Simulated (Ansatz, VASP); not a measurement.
**One calculation of HfMg3, two programs**

```
Mg Hf
1.0
    -2.27002    2.27002    4.57258
     2.27002   -2.27002    4.57258
     2.27002    2.27002   -4.57258
Mg Hf
3 1
Direct
  0.50000 0.50000 0.00000
  0.25000 0.75000 0.50000
  0.75000 0.25000 0.50000
  0.00000 0.00000 0.00000
```

Alike in both runs: task single point; functional PBE; k mesh 7 × 7 × 7; no spin polarisation.

|  | VASP | Ansatz |
| --- | --- | --- |
| version | VASP 6.6.1 | Ansatz 0.2.0 |
| potentials or method | VASP PAW PBE potentials, release 64 (Mg, Hf_pv), cutoff 520 eV | plane waves, PAW |
| occupations | methfessel-paxton of order 1, width 0.1 eV | cold, width 0.1 eV |
| valence electrons in the cell | 16 | 56 |

Ansatz gave:

```
pressure (GPa)                                                : -2.8
traceless stress, the component that is largest in VASP (GPa) : -0.84
```

Q: Estimate VASP's values.

A: Pressure (GPa): -2.9; traceless stress, the component that is largest in VASP (GPa): -0.92.

VASP's potentials hold 16 valence electrons a cell and Ansatz's 56, so a difference there can come from the potentials and not from the codes.

Neither program's run includes spin-orbit coupling.
